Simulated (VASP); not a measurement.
# WS2 in VASP: a series of runs

WS2 is run at these levels: PBEsol; tasks: single point.

Everything below comes from runs of VASP 6.6.1. Logs are shortened: lines on timing, memory, paths and dates and some standing lists are left out, and cuts for length are marked.

### 1 The cell of the first run

The cell holds a slab with vacuum, 6 atoms: a = 3.146 Å, b = 3.146 Å, c = 23.921 Å, α = 90.00°, β = 90.00°, γ = 120.00°.

### 2 Single point, PBEsol (strain +0.0150 x Voigt [0, 0, 1, 0, 0, 0])

INCAR

```
SYSTEM = WS2
ALGO = Normal
EDIFF = 1E-6
ENCUT = 520
GGA = PS
ISIF = 2
ISMEAR = 0
LASPH = .True.
LCHARG = .False.
LREAL = .False.
LWAVE = .False.
NBANDS = 35
NELM = 60
PREC = Accurate
SIGMA = 0.05
```

KPOINTS

```
k-points
0
Gamma
  12 12 2
  0 0 0
```

POSCAR

```
WS2
1.0
    3.1458813836      0.0000000000      0.0000000000
   -1.5729406918      2.7244131955      0.0000000000
    0.0000000000      0.0000000000     23.9209691175
W S
2 4
Direct
    0.3333333333      0.6666666667      0.6345758579
    0.6666666667      0.3333333333      0.3654241421
    0.3333333333      0.6666666667      0.2989469828
    0.6666666667      0.3333333333      0.5680493466
    0.3333333333      0.6666666667      0.4319506534
    0.6666666667      0.3333333333      0.7010530172
```

Potentials or basis: VASP PAW PBE potentials, release 64 (W_sv, S).

Launch:

```sh
$ cat potpaw_PBE.64/W_sv/POTCAR potpaw_PBE.64/S/POTCAR > POTCAR
$ mpirun -np 1 vasp_std > vasp.out
```

OUTCAR:

```text
SYSTEM = WS2
   EDIFF = 1E-6
   ENCUT = 520
   GGA = PS
   ISIF = 2
   ISMEAR = 0
   LASPH = .True.
   LREAL = .False.
   NELM = 60
   PREC = Accurate

 ion  position               nearest neighbor table
   1  0.333  0.667  0.635-   6 2.41   6 2.41   6 2.41   4 2.41   4 2.41   4 2.41
   2  0.667  0.333  0.365-   3 2.41   3 2.41   3 2.41   5 2.41   5 2.41   5 2.41
   3  0.333  0.667  0.299-   2 2.41   2 2.41   2 2.41
   4  0.667  0.333  0.568-   1 2.41   1 2.41   1 2.41
   5  0.333  0.667  0.432-   2 2.41   2 2.41   2 2.41
   6  0.667  0.333  0.701-   1 2.41   1 2.41   1 2.41

  LATTYP: Found a hexagonal cell.
 ALAT       =     3.1458813836
 C/A-ratio  =     7.6039005292

  Lattice vectors:

 A1 = (   3.1458813836,   0.0000000000,   0.0000000000)
 A2 = (  -1.5729406918,   2.7244131955,   0.0000000000)
 A3 = (   0.0000000000,   0.0000000000,  23.9209691175)

Analysis of symmetry for initial positions (statically):
=====================================================================
 Subroutine PRICEL returns:
 Original cell was already a primitive cell.

 Routine SETGRP: Setting up the symmetry group for a
 hexagonal supercell.

 Subroutine GETGRP returns: Found 12 space group operations
 (whereof 12 operations were pure point group operations)
 out of a pool of 24 trial point group operations.

The static configuration has the point symmetry D_3d.

Analysis of symmetry for dynamics (positions and initial velocities):
=====================================================================
 Subroutine PRICEL returns:
 Original cell was already a primitive cell.

 Routine SETGRP: Setting up the symmetry group for a
 hexagonal supercell.

 Subroutine GETGRP returns: Found 12 space group operations
 (whereof 12 operations were pure point group operations)
 out of a pool of 24 trial point group operations.

The dynamic configuration has the point symmetry D_3d.

 Subroutine INISYM returns: Found 12 space group operations
 (whereof 12 operations are pure point group operations),
 and found     1 'primitive' translations

----------------------------------------------------------------------------------------

                                     Primitive cell

  volume of cell :     205.0190

  direct lattice vectors                    reciprocal lattice vectors
[... 97 lines left out ...]
   EDIFFG = 0.1E-04   stopping-criterion for IOM
   NSW    =      0    number of steps for IOM
   IBRION =     -1    ionic relax: 0-MD 1-quasi-New 2-CG
   NFREE  =      0    steps in history (QN), initial steepest desc. (CG)
   ISIF   =      2    stress and relaxation
   ISYM   =      2    0-nonsym 1-usesym 2-fastsym
   POTIM  = 0.5000    time-step for ionic-motion
   TEBEG  =    0.0;   TEEND  =   0.0 temperature during run
   PSTRESS=    0.0 pullay stress
   NELECT =      52.0000    total number of electrons
   NUPDOWN=      -1.0000    fix difference up-down
   EMIN   =  10.00;   EMAX   =-10.00  energy-range for DOS
   EFERMI =   0.00;   METHOD = LEGACY
   ISMEAR =     0;   SIGMA  =   0.05  broadening in eV -4-tet -1-fermi 0-gaus
   EFERMI_NEDOS =   21; number of points for ismear=-14 and -15
   IALGO  =     38    algorithm
   IMIX   =      4    mixing-type and parameters
     AMIX     =   0.40;   BMIX     =  1.00
     AMIX_MAG =   1.60;   BMIX_MAG =  1.00
  volume/ion in A,a.u.               =      34.17       230.59
  Fermi-wavevector in a.u.,A,eV,Ry     =   1.036282  1.958289 14.611027  1.073880
  Thomas-Fermi vector in A             =   2.170665
   LORBIT       =      0    0 simple, 1 ext, 2 COOP (PROOUT), +10 PAW based schemes
   GGA     = PS    functional components
   LHFCALC =     F    Hartree Fock is set to
   AEXX    =    0.0000 exact exchange contribution
   IVDW    =     0    specifies the selected vdW correction
   LEPSILON=     F    determine dielectric tensor
   LRPA    =     F    only Hartree local field effects (RPA)
 non-spin polarized calculation
 Gauss-broadening in eV      SIGMA  =   0.05
  energy-cutoff  :      520.00
  volume of cell :      205.02
 maximum number of plane-waves:      5564
 NGX is ok and might be reduce to    24
   NGX = 11   NGY = 11   NGZ = 89

 number of electron      51.9999994 magnetization

 Free energy of the ion-electron system (eV)
  ---------------------------------------------------
  ext. energy  EPLUGINS =         0.00000000
  ---------------------------------------------------
  free energy    TOTEN  =       -50.50407072 eV

  energy without entropy =      -50.50407072  energy(sigma->0) =      -50.50407072

 E-fermi :   1.2621     XC(G=0):  -6.2030

 val. band max:        0.9261985278   @ k =   0.0000   0.0000   0.0000
 cond. band min:       2.5108021184   @ k =   0.1667   0.1667   0.5000
 fundamental gap:      1.5846035906
 Fermi energy:         1.2621491330

 k-point     1 :       0.0000    0.0000    0.0000
  band No.  band energies     occupation
      1     -73.1680      2.00000
      2     -73.1680      2.00000
      3     -37.4346      2.00000
      4     -37.4346      2.00000
      5     -37.2346      2.00000
      6     -37.2346      2.00000
[... 901 lines left out ...]
     34       5.3397      0.00000
     35       7.2720      0.00000

 [... further k-points ...]

------------------------ aborting loop because EDIFF is reached ----------------------------------------

  FORCE on cell =-STRESS in cart. coord.  units (eV):
  Direction    XX          YY          ZZ          XY          YZ          ZX
  --------------------------------------------------------------------------------------
  -------------------------------------------------------------------------------------
  Total       -0.9924309     -0.9924309     -2.9157572     -0.0000000      0.0000000     -0.0000000
  in kB       -7.7556247     -7.7556247    -22.7859876     -0.0000000      0.0000000     -0.0000000
  external PRESSURE =     -12.7657457 kB  Pullay stress =       0.0000000 kB

 VOLUME and BASIS-vectors are now :
 -----------------------------------------------------------------------------
  energy-cutoff  :      520.00
  volume of cell :      205.02
      direct lattice vectors                 reciprocal lattice vectors
     3.145881384  0.000000000  0.000000000     0.317875939  0.183525759  0.000000000
    -1.572940692  2.724413195  0.000000000     0.000000000  0.367051518  0.000000000
     0.000000000  0.000000000 23.920969118     0.000000000  0.000000000  0.041804326

 POSITION                                       TOTAL-FORCE (eV/Angst)
 -----------------------------------------------------------------------------------
     -0.00000      1.81628     15.17967        -0.000000      0.000000     -0.000435
      1.57294      0.90814      8.74130         0.000000     -0.000000      0.000435
     -0.00000      1.81628      7.15110         0.000000     -0.000000      0.445067
      1.57294      0.90814     13.58829        -0.000000      0.000000      0.437454
     -0.00000      1.81628     10.33268         0.000000     -0.000000     -0.437454
      1.57294      0.90814     16.76987        -0.000000      0.000000     -0.445067
 -----------------------------------------------------------------------------------
    total drift:                                0.000000      0.000000      0.000000

  FREE ENERGIE OF THE ION-ELECTRON SYSTEM (eV)
  ---------------------------------------------------
  free  energy   TOTEN  =       -50.5040707184 eV

  energy  without entropy=      -50.5040707184  energy(sigma->0) =      -50.50407072
```

Wall time 2.6 min (1 thread of Intel Xeon 6975P-C (Granite Rapids), shared host); peak memory 0.43 GiB.

Results:

- Free energy: -50.5041 eV
- Largest force: 0.445 eV/Å
- Band gap on the k mesh: 1.58 eV (least direct gap 1.97 eV)

Forces in eV/Å, atoms in the order of the input:
```
W    0.000  0.000  0.000
W    0.000  0.000  0.000
S    0.000  0.000  0.445
S    0.000  0.000  0.437
S    0.000  0.000 -0.437
S    0.000  0.000 -0.445
```

Caveat: the cell differs from its parent crystal (strain +0.0150 x Voigt [0, 0, 1, 0, 0, 0]); there is no dipole correction, which matters where the two faces differ; the PAW data sets were made with another functional, which shifts forces and pressure a little; spin-orbit coupling is left out, which moves the levels of the heavy elements.

### 3 Single point, PBEsol (strain +0.0175 x Voigt [0, 0, 1, 0, 0, 0])

INCAR

```
SYSTEM = WS2
PREC = Accurate ; ENCUT = 520
EDIFF = 1E-6 ; ISMEAR = 0
SIGMA = 0.05 ; LREAL = .FALSE.
LASPH = .TRUE. ; NELM = 80
ALGO = Normal ; ISIF = 2
LWAVE = .FALSE. ; LCHARG = .TRUE.
GGA = PS ; LELF = .TRUE.
LVHAR = .TRUE. ; NBANDS = 35
```

KPOINTS

```
Automatic mesh
0
G
  12 12 2
  0 0 0
```

Changes to POSCAR since step 2:

```diff
@@ -4,3 +4,3 @@
    -1.5729406918      2.7244131955      0.0000000000
-    0.0000000000      0.0000000000     23.9209691175
+    0.0000000000      0.0000000000     23.9798877606
 W S
```

Potentials or basis: VASP PAW PBE potentials, release 64 (W_sv, S).

Launch:

```sh
$ cat potpaw_PBE.64/W_sv/POTCAR potpaw_PBE.64/S/POTCAR > POTCAR
$ mpirun -np 1 vasp_std > vasp.out
```

Run time: 2.3 min. Hardware: 1 thread of Intel Xeon 6975P-C (Granite Rapids), shared host; peak memory 0.44 GiB.

It converged, with:

| Property | Result |
| --- | --- |
| Free energy | -50.4964 eV |
| Largest force | 0.520 eV/Å |
| Band gap on the k mesh | 1.59 eV (least direct gap 1.98 eV) |

Forces in eV/Å, atoms in the order of the input:
```
W    0.000  0.000 -0.001
W    0.000  0.000  0.001
S    0.000  0.000  0.520
S    0.000  0.000  0.511
S    0.000  0.000 -0.511
S    0.000  0.000 -0.520
```

Levels at points of the mesh, in eV from the valence-band top:
| k point | band 23 | band 24 | band 25 | band 26 | band 27 | band 28 | band 29 | band 30 |
| --- | --- | --- | --- | --- | --- | --- | --- | --- |
| (0.00, 0.00, 0.00) | -1.58 | -1.58 | -0.57 | 0.00 | 2.83 | 2.83 | 2.84 | 2.84 |
| (0.50, 0.00, 0.00) | -1.28 | -1.22 | -1.14 | -1.10 | 2.89 | 2.90 | 3.16 | 3.31 |
| (0.00, 0.00, 0.50) | -1.58 | -1.58 | -0.57 | 0.00 | 2.83 | 2.83 | 2.84 | 2.84 |
| (0.50, 0.00, 0.50) | -1.28 | -1.22 | -1.14 | -1.10 | 2.89 | 2.90 | 3.16 | 3.31 |

Caveat: the cell differs from its parent crystal (strain +0.0175 x Voigt [0, 0, 1, 0, 0, 0]); there is no dipole correction, which matters where the two faces differ; the PAW data sets were made with another functional, which shifts forces and pressure a little; spin-orbit coupling is left out, which moves the levels of the heavy elements.

### 4 Single point, PBEsol (strain +0.0200 x Voigt [0, 0, 1, 0, 0, 0])

INCAR

```
  ALGO = Normal
  EDIFF = 1E-7
  ENCUT = 520
  GGA = PS
  ISIF = 2
  ISMEAR = 0
  LASPH = T
  LCHARG = T
  LELF = T
  LREAL = F
  LVHAR = T
  LWAVE = F
  NBANDS = 35
  NELM = 60
  PREC = Accurate
  SIGMA = 0.05
```

KPOINTS

```
k-points
0
Gamma
  12 12 2
```

Changes to POSCAR since step 3:

```diff
@@ -4,3 +4,3 @@
    -1.5729406918      2.7244131955      0.0000000000
-    0.0000000000      0.0000000000     23.9798877606
+    0.0000000000      0.0000000000     24.0388064038
 W S
```

Launch:

```sh
$ cat potpaw_PBE.64/W_sv/POTCAR potpaw_PBE.64/S/POTCAR > POTCAR
$ mpirun -np 1 vasp_std > vasp.out
```

It took 3 min on 1 thread of Intel Xeon 6975P-C (Granite Rapids), shared host; peak memory 0.43 GiB.

Results (log left out):

- Free energy: -50.4876 eV
- Largest force: 0.594 eV/Å
- Band gap on the k mesh: 1.60 eV (least direct gap 1.99 eV)

Forces in eV/Å, atoms in the order of the input:
```
W    0.000  0.000 -0.001
W    0.000  0.000  0.001
S    0.000  0.000  0.594
S    0.000  0.000  0.584
S    0.000  0.000 -0.584
S    0.000  0.000 -0.594
```

Levels at points of the mesh, in eV from the valence-band top:
| k point | band 22 | band 23 | band 24 | band 25 | band 26 | band 27 | band 28 | band 29 | band 30 | band 31 |
| --- | --- | --- | --- | --- | --- | --- | --- | --- | --- | --- |
| (0.00, 0.00, 0.00) | -1.56 | -1.54 | -1.54 | -0.56 | 0.00 | 2.85 | 2.85 | 2.85 | 2.85 | 2.92 |
| (0.50, 0.00, 0.00) | -2.37 | -1.25 | -1.19 | -1.13 | -1.08 | 2.91 | 2.92 | 3.17 | 3.32 | 3.71 |
| (0.00, 0.00, 0.50) | -1.56 | -1.54 | -1.54 | -0.56 | 0.00 | 2.85 | 2.85 | 2.85 | 2.85 | 2.92 |
| (0.50, 0.00, 0.50) | -2.37 | -1.25 | -1.19 | -1.13 | -1.08 | 2.91 | 2.92 | 3.17 | 3.32 | 3.71 |

Caveat: the cell differs from its parent crystal (strain +0.0200 x Voigt [0, 0, 1, 0, 0, 0]); there is no dipole correction, which matters where the two faces differ; the PAW data sets were made with another functional, which shifts forces and pressure a little; spin-orbit coupling is left out, which moves the levels of the heavy elements.

### 5 The runs side by side

| cell | gap on the mesh (eV) | largest force (eV/Å) |
| --- | --- | --- |
| a = 3.146, b = 3.146, c = 23.921 Å, angles 90.0, 90.0, 120.0°, 6 atoms | 1.58 | 0.45 |
| a = 3.146, b = 3.146, c = 23.980 Å, angles 90.0, 90.0, 120.0°, 6 atoms | 1.59 | 0.52 |
| a = 3.146, b = 3.146, c = 24.039 Å, angles 90.0, 90.0, 120.0°, 6 atoms | 1.60 | 0.59 |

Alike in all rows: task single point; level PBEsol; potentials or basis VASP PAW PBE potentials, release 64 (W_sv, S); no spin polarisation; k mesh 12 × 12 × 2; cutoff (eV) 520; smearing gaussian 0.05 eV.

Caveats: there is no dipole correction, which matters where the two faces differ; the PAW data sets were made with another functional, which shifts forces and pressure a little; spin-orbit coupling is left out, which moves the levels of the heavy elements.

Total energies depend on the potentials used, so only differences within one code and one set of settings carry meaning.
